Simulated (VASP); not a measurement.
A run of VASP 6.6.1:

Contents of INCAR:

```
ALGO = All ; EDIFF = 1E-6
ENCUT = 550 ; GGA = PS
GGA_COMPAT = False ; ISEARCH = 1
ISIF = 2 ; ISMEAR = 0
KPAR = 4 ; LASPH = True
LCHARG = True ; LREAL = False
LVHAR = True ; LWAVE = False
NBANDS = 25 ; NELM = 300
PREC = Accurate ; SIGMA = 0.1
```

Contents of KPOINTS:

```
k-points
0
Gamma
  12 12 14
```

POSCAR

```
Ti
1.0
    4.5154751427      0.0000000000      0.0000000000
   -2.2577375713      3.9105161837      0.0000000000
    0.0000000000      0.0000000000      2.7986768083
Ti
3
Direct
    0.0000000000      0.0000000000      0.0000000000
    0.3333333333      0.6666666667      0.5000000000
    0.6666666667      0.3333333333      0.5000000000
```

Potentials or basis: VASP PAW PBE potentials, release 64 (Ti_sv).

Run with:

```sh
$ cat potpaw_PBE.64/Ti_sv/POTCAR > POTCAR
$ mpirun -np 4 vasp_std > vasp.out
```

Hardware: 4 MPI ranks on Intel(R) Xeon(R) Platinum 8488C (Sapphire Rapids), on a shared host.

Problem. How long does it take, and how much memory?

Solution. Wall time 75 s on 4 MPI ranks on Intel(R) Xeon(R) Platinum 8488C (Sapphire Rapids), on a shared host, peak memory 0.44 GiB a rank. Counts: scf iterations 30, k points 152.
